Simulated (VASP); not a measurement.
# ZnO (P6_3mc) in VASP: a series of runs

Runs on ZnO. Level: LDA. Tasks: single point, relaxation of cell and atoms.

Everything below comes from runs of VASP 6.6.1. Logs are shortened: lines on timing, memory, paths and dates and some standing lists are left out, and cuts for length are marked.

## (1) The cell of the first run

It takes space group P6_3mc (No. 186, hexagonal). The conventional cell has a = 3.187 Å, b = 3.187 Å, c = 5.152 Å, α = 90.00°, β = 90.00°, γ = 120.00°. Within 2.6 Å of Zn (site symmetry 3m) lie 4 O at 1.94 to 1.95 Å. Within 2.6 Å of O (site symmetry 3m) lie 4 Zn at 1.94 to 1.95 Å.

## (2) Single point, LDA

Input file INCAR:

```
PREC     = Accurate       # precision mode
ENCUT    = 520            # plane-wave cutoff, eV
EDIFF    = 1E-6           # SCF threshold, eV
ISMEAR   = -1             # smearing method
SIGMA    = 0.08           # smearing width, eV
LREAL    = F              # projectors in reciprocal space
LASPH    = T              # aspherical terms in the spheres
NELM     = 100            # most SCF steps
ALGO     = Normal         # electronic algorithm
ISIF     = 2              # what is computed and relaxed
LWAVE    = F              # write WAVECAR
LCHARG   = F              # write CHGCAR
GGA      = CA             # functional
NBANDS   = 26             # bands
```

Input file KPOINTS:

```
Automatic mesh
0
Gamma
  12 12 6
```

Input file POSCAR:

```
ZnO
1.0
    3.1871458518      0.0000000000      0.0000000000
   -1.5935729259      2.7601492732      0.0000000000
    0.0000000000      0.0000000000      5.1524051692
Zn O
2 2
Direct
    0.3333333333      0.6666666667      0.5002826654
    0.6666666667      0.3333333333      0.0002826654
    0.6666666667      0.3333333333      0.3787273346
    0.3333333333      0.6666666667      0.8787273346
```

Potentials or basis: VASP PAW LDA potentials, release 64 (Zn, O).

Launch:

```console
> cat potpaw_LDA.64/Zn/POTCAR potpaw_LDA.64/O/POTCAR > POTCAR
> mpirun -np 1 vasp_std > vasp.out
```

OUTCAR:

```text
PREC = Accurate
   ENCUT = 520
   EDIFF = 1E-6
   ISMEAR = -1
   LREAL = F
   LASPH = T
   NELM = 100
   ISIF = 2
   GGA = CA

 ion  position               nearest neighbor table
   1  0.333  0.667  0.500-   3 1.94   3 1.94   3 1.94   4 1.95
   2  0.667  0.333  0.000-   4 1.94   4 1.94   4 1.94   3 1.95
   3  0.667  0.333  0.379-   1 1.94   1 1.94   1 1.94   2 1.95
   4  0.333  0.667  0.879-   2 1.94   2 1.94   2 1.94   1 1.95

  LATTYP: Found a hexagonal cell.
 ALAT       =     3.1871458518
 C/A-ratio  =     1.6166204525

  Lattice vectors:

 A1 = (   3.1871458518,   0.0000000000,   0.0000000000)
 A2 = (  -1.5935729259,   2.7601492732,   0.0000000000)
 A3 = (   0.0000000000,   0.0000000000,   5.1524051692)

Analysis of symmetry for initial positions (statically):
=====================================================================
 Subroutine PRICEL returns:
 Original cell was already a primitive cell.

 Routine SETGRP: Setting up the symmetry group for a
 hexagonal supercell.

 Subroutine GETGRP returns: Found 12 space group operations
 (whereof  6 operations were pure point group operations)
 out of a pool of 24 trial point group operations.

The static configuration has the point symmetry C_3v.
 The point group associated with its full space group is C_6v.

Analysis of symmetry for dynamics (positions and initial velocities):
=====================================================================
 Subroutine PRICEL returns:
 Original cell was already a primitive cell.

 Routine SETGRP: Setting up the symmetry group for a
 hexagonal supercell.

 Subroutine GETGRP returns: Found 12 space group operations
 (whereof  6 operations were pure point group operations)
 out of a pool of 24 trial point group operations.

The dynamic configuration has the point symmetry C_3v.
 The point group associated with its full space group is C_6v.

 Subroutine INISYM returns: Found 12 space group operations
 (whereof  6 operations are pure point group operations),
 and found     1 'primitive' translations

----------------------------------------------------------------------------------------

                                     Primitive cell

  volume of cell :      45.3257

  direct lattice vectors                    reciprocal lattice vectors
[... 83 lines left out ...]
   ISTART =      0    job   : 0-new  1-cont  2-samecut
   ICHARG =      2    charge: 1-file 2-atom 10-const
   ISPIN  =      1    spin polarized calculation?
   LNONCOLLINEAR =      F non collinear calculations
   LSORBIT =      F    spin-orbit coupling
   LASPH  =      T    aspherical Exc in radial PAW
   ENCUT  =  520.0 eV  38.22 Ry    6.18 a.u.   5.93  5.93  9.58*2*pi/ulx,y,z
   NELM   =    100;   NELMIN=  2; NELMDL= -5     # of ELM steps
   EDIFF  = 0.1E-05   stopping-criterion for ELM
   LREAL  =      F    real-space projection
   EDIFFG = 0.1E-04   stopping-criterion for IOM
   NSW    =      0    number of steps for IOM
   IBRION =     -1    ionic relax: 0-MD 1-quasi-New 2-CG
   NFREE  =      0    steps in history (QN), initial steepest desc. (CG)
   ISIF   =      2    stress and relaxation
   ISYM   =      2    0-nonsym 1-usesym 2-fastsym
   POTIM  = 0.5000    time-step for ionic-motion
   TEBEG  =    0.0;   TEEND  =   0.0 temperature during run
   PSTRESS=    0.0 pullay stress
   NELECT =      36.0000    total number of electrons
   NUPDOWN=      -1.0000    fix difference up-down
   EMIN   =  10.00;   EMAX   =-10.00  energy-range for DOS
   EFERMI =   0.00;   METHOD = LEGACY
   ISMEAR =    -1;   SIGMA  =   0.08  broadening in eV -4-tet -1-fermi 0-gaus
   EFERMI_NEDOS =   21; number of points for ismear=-14 and -15
   IALGO  =     38    algorithm
   IMIX   =      4    mixing-type and parameters
     AMIX     =   0.40;   BMIX     =  1.00
     AMIX_MAG =   1.60;   BMIX_MAG =  1.00
  volume/ion in A,a.u.               =      11.33        76.47
  Fermi-wavevector in a.u.,A,eV,Ry     =   1.516099  2.865011 31.273746  2.298555
  Thomas-Fermi vector in A             =   2.625534
   LORBIT       =      0    0 simple, 1 ext, 2 COOP (PROOUT), +10 PAW based schemes
   GGA     = CA    functional components
   LHFCALC =     F    Hartree Fock is set to
   AEXX    =    0.0000 exact exchange contribution
   IVDW    =     0    specifies the selected vdW correction
   LEPSILON=     F    determine dielectric tensor
   LRPA    =     F    only Hartree local field effects (RPA)
 non-spin polarized calculation
  energy-cutoff  :      520.00
  volume of cell :       45.33
 maximum number of plane-waves:      1237
 NGX is ok and might be reduce to    24
   NGX = 11   NGY = 11   NGZ = 19

 number of electron      35.9999984 magnetization

 Free energy of the ion-electron system (eV)
  ---------------------------------------------------
  ext. energy  EPLUGINS =         0.00000000
  ---------------------------------------------------
  free energy    TOTEN  =       -21.15683321 eV

  energy without entropy =      -21.15676864  energy(sigma->0) =      -21.15680093

 E-fermi :   1.8680     XC(G=0): -11.7255

 val. band max:        1.3518262149   @ k =   0.0000   0.0000   0.0000
 cond. band min:       2.1604987208   @ k =   0.0000   0.0000   0.0000
 fundamental gap:      0.8086725059
 Fermi energy:         1.8680177255

 k-point     1 :       0.0000    0.0000    0.0000
  band No.  band energies     occupation
      1     -16.8727      2.00000
      2     -16.0297      2.00000
      3      -4.7731      2.00000
      4      -4.6808      2.00000
      5      -4.6808      2.00000
      6      -4.6422      2.00000
[... 685 lines left out ...]
     25      14.8633      0.00000
     26      15.5418      0.00000

 [... further k-points ...]
[... 5 lines left out ...]
  --------------------------------------------------------------------------------------
  -------------------------------------------------------------------------------------
  Total        0.3201611      0.3201611      0.3146915      0.0000000      0.0000000      0.0000000
  in kB       11.3170859     11.3170859     11.1237457      0.0000000      0.0000000      0.0000000
  external PRESSURE =      11.2526391 kB  Pullay stress =       0.0000000 kB

 VOLUME and BASIS-vectors are now :
 -----------------------------------------------------------------------------
  energy-cutoff  :      520.00
  volume of cell :       45.33
      direct lattice vectors                 reciprocal lattice vectors
     3.187145852  0.000000000  0.000000000     0.313760351  0.181149623  0.000000000
    -1.593572926  2.760149273  0.000000000     0.000000000  0.362299246  0.000000000
     0.000000000  0.000000000  5.152405169     0.000000000  0.000000000  0.194084116

 POSITION                                       TOTAL-FORCE (eV/Angst)
 -----------------------------------------------------------------------------------
     -0.00000      1.84010      2.57766         0.000000     -0.000000      0.002003
      1.59357      0.92005      0.00146        -0.000000      0.000000      0.002003
      1.59357      0.92005      1.95136         0.000000     -0.000000     -0.002003
     -0.00000      1.84010      4.52756        -0.000000      0.000000     -0.002003
 -----------------------------------------------------------------------------------
    total drift:                                0.000001      0.000001      0.000015

  FREE ENERGIE OF THE ION-ELECTRON SYSTEM (eV)
  ---------------------------------------------------
  free  energy   TOTEN  =       -21.1568332137 eV

  energy  without entropy=      -21.1567686426  energy(sigma->0) =      -21.15680093
```

OSZICAR:

```text
N       E                     dE             d eps       ncg     rms          rms(c)
DAV:   1     0.290942490055E+03    0.29094E+03   -0.18274E+04  4024   0.206E+03
DAV:   2     0.680152018408E+01   -0.28414E+03   -0.26631E+03  4130   0.414E+02
DAV:   3    -0.236354717175E+02   -0.30437E+02   -0.30042E+02  4338   0.139E+02
DAV:   4    -0.242331423799E+02   -0.59767E+00   -0.59635E+00  4420   0.197E+01
DAV:   5    -0.242361234659E+02   -0.29811E-02   -0.29808E-02  4298   0.145E+00    0.156E+01
DAV:   6    -0.210557794830E+02    0.31803E+01   -0.59765E+00  6260   0.606E+01    0.998E+00
DAV:   7    -0.212221785671E+02   -0.16640E+00   -0.27147E+00  4070   0.164E+01    0.585E+00
DAV:   8    -0.212067194640E+02    0.15459E-01   -0.54943E-01  5276   0.711E+00    0.166E+00
DAV:   9    -0.211547001027E+02    0.52019E-01   -0.10317E-01  5748   0.665E+00    0.322E-01
DAV:  10    -0.211568832933E+02   -0.21832E-02   -0.35439E-02  4034   0.132E+00    0.899E-02
DAV:  11    -0.211568339785E+02    0.49315E-04   -0.42355E-04  4852   0.316E-01    0.229E-02
DAV:  12    -0.211568324353E+02    0.15432E-05   -0.74767E-05  4836   0.276E-01    0.784E-03
DAV:  13    -0.211568332137E+02   -0.77833E-06   -0.81136E-06  5040   0.834E-02
   1 F= -.21156833E+02 E0= -.21156801E+02  d E =-.645710E-04
```

stdout:

```text
POSCAR found type information on POSCAR ZnO
 POSCAR found :  2 types and       4 ions
 scaLAPACK will be used
 LDA part: xc-table for (Slater(with rela. corr.)+CA(PZ))
 , standard interpolation
 POSCAR, INCAR and KPOINTS ok, starting setup
 FFT: planning ... GRIDC
 FFT: planning ... GRID_SOFT
 FFT: planning ... GRID
 WAVECAR not read
 entering main loop
```

It took 56 s on 1 thread of Intel Xeon Platinum 8259CL at 2.50GHz (Skylake/Cascade Lake), shared host; peak memory 0.19 GiB.

Results:

```
Free energy            : -21.1568 eV
Pressure               : 1.1 GPa
Band gap on the k mesh : 0.81 eV, direct
```

Forces on the atoms (eV/Å):
```
Zn   0.000  0.000  0.002
Zn   0.000  0.000  0.002
O    0.000  0.000 -0.002
O    0.000  0.000 -0.002
```

## (3) Relaxation of cell and atoms, LDA, target pressure -2 GPa, at which the enthalpy is minimised

Input file INCAR:

```
SYSTEM = ZnO
PREC = Accurate
ENCUT = 600
EDIFF = 1E-6
ISMEAR = 0
SIGMA = 0.01
LREAL = .FALSE.
LASPH = .TRUE.
NELM = 80
ALGO = Normal
ISIF = 3
LWAVE = .FALSE.
LCHARG = .FALSE.
GGA = CA
IBRION = 2
NSW = 100
EDIFFG = -0.002
PSTRESS = -20.0
```

Input file KPOINTS:

```
regular mesh
0
G
  8 8 4
  0 0 0
```

POSCAR is that of step 2.

Potentials or basis: VASP PAW LDA potentials, release 64 (Zn, O).

Launch:

```console
> cat potpaw_LDA.64/Zn/POTCAR potpaw_LDA.64/O/POTCAR > POTCAR
> mpirun -np 1 vasp_std > vasp.out
```

OUTCAR:

```text
SYSTEM = ZnO
   PREC = Accurate
   ENCUT = 600
   EDIFF = 1E-6
   ISMEAR = 0
   LREAL = .FALSE.
   LASPH = .TRUE.
   NELM = 80
   ISIF = 3
   GGA = CA
   IBRION = 2
   NSW = 100
   EDIFFG = -0.002
   PSTRESS = -20.0

 ion  position               nearest neighbor table
   1  0.333  0.667  0.500-   3 1.94   3 1.94   3 1.94   4 1.95
   2  0.667  0.333  0.000-   4 1.94   4 1.94   4 1.94   3 1.95
   3  0.667  0.333  0.379-   1 1.94   1 1.94   1 1.94   2 1.95
   4  0.333  0.667  0.879-   2 1.94   2 1.94   2 1.94   1 1.95

  LATTYP: Found a hexagonal cell.
 ALAT       =     3.1871458518
 C/A-ratio  =     1.6166204525

  Lattice vectors:

 A1 = (   3.1871458518,   0.0000000000,   0.0000000000)
 A2 = (  -1.5935729259,   2.7601492732,   0.0000000000)
 A3 = (   0.0000000000,   0.0000000000,   5.1524051692)

Analysis of symmetry for initial positions (statically):
=====================================================================
 Subroutine PRICEL returns:
 Original cell was already a primitive cell.

 Routine SETGRP: Setting up the symmetry group for a
 hexagonal supercell.

 Subroutine GETGRP returns: Found 12 space group operations
 (whereof  6 operations were pure point group operations)
 out of a pool of 24 trial point group operations.

The static configuration has the point symmetry C_3v.
 The point group associated with its full space group is C_6v.

Analysis of symmetry for dynamics (positions and initial velocities):
=====================================================================
 Subroutine PRICEL returns:
 Original cell was already a primitive cell.

 Routine SETGRP: Setting up the symmetry group for a
 hexagonal supercell.

 Subroutine GETGRP returns: Found 12 space group operations
 (whereof  6 operations were pure point group operations)
 out of a pool of 24 trial point group operations.
[... 123 lines left out ...]
   IALGO  =     38    algorithm
   IMIX   =      4    mixing-type and parameters
     AMIX     =   0.40;   BMIX     =  1.00
     AMIX_MAG =   1.60;   BMIX_MAG =  1.00
  volume/ion in A,a.u.               =      11.33        76.47
  Fermi-wavevector in a.u.,A,eV,Ry     =   1.516099  2.865011 31.273746  2.298555
  Thomas-Fermi vector in A             =   2.625534
   LORBIT       =      0    0 simple, 1 ext, 2 COOP (PROOUT), +10 PAW based schemes
   GGA     = CA    functional components
   LHFCALC =     F    Hartree Fock is set to
   AEXX    =    0.0000 exact exchange contribution
   IVDW    =     0    specifies the selected vdW correction
   LEPSILON=     F    determine dielectric tensor
   LRPA    =     F    only Hartree local field effects (RPA)
 conjugate gradient relaxation of ions
 non-spin polarized calculation
 Gauss-broadening in eV      SIGMA  =   0.01
  energy-cutoff  :      600.00
  volume of cell :       45.33
 maximum number of plane-waves:      1534
 NGX is ok and might be reduce to    28
   NGX = 13   NGY = 13   NGZ = 21

--------------------------------------- Ionic step        1  -------------------------------------------

 number of electron      35.9999997 magnetization

 Free energy of the ion-electron system (eV)
  ---------------------------------------------------
  ext. energy  EPLUGINS =         0.00000000
  ---------------------------------------------------
  free energy    TOTEN  =       -21.16113876 eV

  energy without entropy =      -21.16113876  energy(sigma->0) =      -21.16113876

------------------------ aborting loop because EDIFF is reached ----------------------------------------

  FORCE on cell =-STRESS in cart. coord.  units (eV):
  Direction    XX          YY          ZZ          XY          YZ          ZX
  --------------------------------------------------------------------------------------
  -------------------------------------------------------------------------------------
  Total        0.2780932      0.2780932      0.2773229     -0.0000000      0.0000000      0.0000000
  in kB        9.8300666      9.8300666      9.8028365     -0.0000000      0.0000000      0.0000000
  external PRESSURE =      29.8209899 kB  Pullay stress =     -20.0000000 kB
[... 67 lines left out ...]
--------------------------------------- Ionic step        3  -------------------------------------------

 number of electron      36.0000002 magnetization

 Free energy of the ion-electron system (eV)
  ---------------------------------------------------
  ext. energy  EPLUGINS =         0.00000000
  ---------------------------------------------------
  free energy    TOTEN  =       -21.15831610 eV

  energy without entropy =      -21.15831610  energy(sigma->0) =      -21.15831610

 E-fermi :   1.2015     XC(G=0): -11.6198

 val. band max:        1.1588968436   @ k =   0.0000   0.0000   0.0000
 cond. band min:       1.9371707974   @ k =   0.0000   0.0000   0.0000
 fundamental gap:      0.7782739538
 Fermi energy:         1.2015154763

 k-point     1 :       0.0000    0.0000    0.0000
  band No.  band energies     occupation
      1     -16.8946      2.00000
      2     -16.0845      2.00000
      3      -4.8033      2.00000
      4      -4.7666      2.00000
      5      -4.7666      2.00000
      6      -4.7306      2.00000
[... 589 lines left out ...]
     21       9.8740      0.00000
     22       9.8740      0.00000

 [... further k-points ...]
[... 5 lines left out ...]
  --------------------------------------------------------------------------------------
  -------------------------------------------------------------------------------------
  Total       -0.5826355     -0.5826355     -0.5787732      0.0000000      0.0000000      0.0000000
  in kB      -20.1952381    -20.1952381    -20.0613621      0.0000000      0.0000000      0.0000000
  external PRESSURE =      -0.1506128 kB  Pullay stress =     -20.0000000 kB
[... 23 lines left out ...]
  energy  without entropy=      -21.1583160970  energy(sigma->0) =      -21.15831610

  enthalpy is  TOTEN    =       -21.7353189815 eV   P V=       -0.5770028845

 reached required accuracy - stopping structural energy minimisation
```

CONTCAR:

```text
ZnO
   1.00000000000000
     3.2080477049347604    0.0000000000000000    0.0000000000000000
    -1.6040238524673802    2.7782508090006020    0.0000000000000000
     0.0000000000000000    0.0000000000000000    5.1861646872465972
  Zn              O
     2     2
Direct
     0.3333333332999970    0.6666666667000030    0.5002920699169766
     0.6666666667000030    0.3333333332999970    0.0002920699169767
     0.6666666667000030    0.3333333332999970    0.3787179300830242
     0.3333333332999970    0.6666666667000030    0.8787179300830243

  0.00000000E+00  0.00000000E+00  0.00000000E+00
  0.00000000E+00  0.00000000E+00  0.00000000E+00
  0.00000000E+00  0.00000000E+00  0.00000000E+00
  0.00000000E+00  0.00000000E+00  0.00000000E+00
```

Wall time 76 s (1 thread of Intel Xeon Platinum 8259CL at 2.50GHz (Skylake/Cascade Lake), shared host); peak memory 0.17 GiB.

What came out:

```
Free energy                                            : -21.1583 eV
Relaxed volume                                         : 11.56 Å³/atom
Relaxed cell                                           : a = 3.208 Å, b = 3.208 Å, c = 5.186 Å, α = 90.00°, β = 90.00°, γ = 120.00°
Space group after relaxing (to 0.05 Å)                 : P6_3mc (No. 186)
Energy change on relaxing (the enthalpy is what falls) : +0.7 meV/atom
Ionic steps                                            : 3
Pressure after relaxing                                : -2.0 GPa
Band gap on the k mesh                                 : 0.78 eV, direct
```

Step by step:
```
step  energy change (eV)  largest force (eV/Å)  pressure (GPa)  volume (Å³)
   1              0.0000                0.0016            0.98        45.33
   2              0.0117                0.0022           -3.58        46.72
   3              0.0028                0.0010           -2.02        46.22
```

Final structure:
```
Zn O
1.0
     3.20805    0.00000    0.00000
    -1.60402    2.77825    0.00000
     0.00000    0.00000    5.18616
Zn O
2 2
Cartesian
  0.0000 1.8522 2.5946
  1.6040 0.9261 0.0015
  1.6040 0.9261 1.9641
  0.0000 1.8522 4.5572
```

Levels at points of the mesh, in eV from the valence-band top:
| k point | band 15 | band 16 | band 17 | band 18 | band 19 | band 20 | band 21 | band 22 |
| --- | --- | --- | --- | --- | --- | --- | --- | --- |
| (0.00, 0.00, 0.00) | -0.84 | -0.10 | 0.00 | 0.00 | 0.78 | 5.22 | 8.14 | 12.87 |
| (0.50, 0.00, 0.00) | -2.97 | -2.38 | -1.37 | -0.88 | 5.81 | 6.75 | 7.43 | 8.58 |
| (0.00, 0.00, 0.50) | -0.42 | -0.42 | -0.42 | -0.42 | 3.45 | 3.45 | 9.98 | 9.98 |
| (0.50, 0.00, 0.50) | -1.58 | -1.58 | -1.46 | -1.46 | 5.61 | 5.61 | 8.47 | 8.47 |

Caveat: the cell is relaxed towards a set pressure, so the enthalpy falls and the energy may rise.
